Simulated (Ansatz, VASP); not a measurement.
# Ge: VASP beside Ansatz

```
CELL_PARAMETERS angstrom
2.71047 0.00000 0.00000
0.00000 2.71047 0.00000
0.00000 0.00000 2.71047
ATOMIC_POSITIONS crystal
Ge 0.00000 0.00000 0.00000
```

Alike in both runs: task relaxation of cell and atoms; functional PBE-based screened hybrid with a share of 0.25 of exact exchange and HFSCREEN = 0.3; k mesh 5 × 5 × 5; occupations fermi-dirac, width 0.05 eV; no spin polarisation.

|  | VASP | Ansatz |
| --- | --- | --- |
| version | VASP 6.6.1 | Ansatz 0.2.0 |
| potentials or method | VASP PAW PBE potentials, release 64 (Ge_d) | Ansatz PAW |
| plane-wave cutoff (eV) | 600 | 420 |
| valence electrons in the cell | 14 | 14 |

VASP gave:

```
gap on the k mesh at the Fermi level, each at its own relaxed structure (eV)  : none
relaxed volume (Å³/atom)                                                      : 19.69
relaxed length of the cell vector where the two differ most in proportion (Å) : 2.700
```

Estimate Ansatz's values.

gap on the k mesh at the Fermi level, each at its own relaxed structure (eV): none; relaxed volume (Å³/atom): 19.67; relaxed length of the cell vector where the two differ most in proportion (Å): 2.699.

VASP's potentials were made for PBE, not for PBE-based screened hybrid. A gap of «none» marks a metal or a gap that the smearing closes.

The k mesh is coarse, so the values compare programs but aren't converged. Noted on Ansatz's run: the plane-wave basis is chosen anew once the cell has moved, so the energies of steps on either side of that aren't comparable.
